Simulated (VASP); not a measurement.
Runs of VASP 6.6.1 on BP (CsCl type). The structure is that of space group Pm-3m (No. 221), or close to it. The cells are those of the table. 

```tsv
task	cell	cutoff (eV)	k mesh for the DOS	occupations for the DOS	gap on the mesh (eV)	pressure (GPa)
relaxation of cell and atoms	relaxed from a = 2.714 Å, 2 atoms	600	-	-	-	0.0
single point	a = 2.603 Å, 2 atoms	520	-	-	none	21.5
single point	a = 2.716 Å, 2 atoms	520	-	-	none	-0.2
single point	a = 2.340 Å, 2 atoms	520	-	-	none	(a)
single point	a = 2.660 Å, 2 atoms	520	-	-	none	9.0
```

Alike in all rows: level PBE; potentials or basis VASP PAW PBE potentials, release 64 (B, P); no spin polarisation; k mesh 15 × 15 × 15; smearing fermi-dirac 0.1 eV.

Fill in the values left out.

(a) 143.7.

Caveats: the relaxation stopped at its first step, so nothing moved (some runs); the bands computed are all filled at some k points, so no gap is given (some runs).

A gap of «none» marks levels without a gap at the run's occupations.
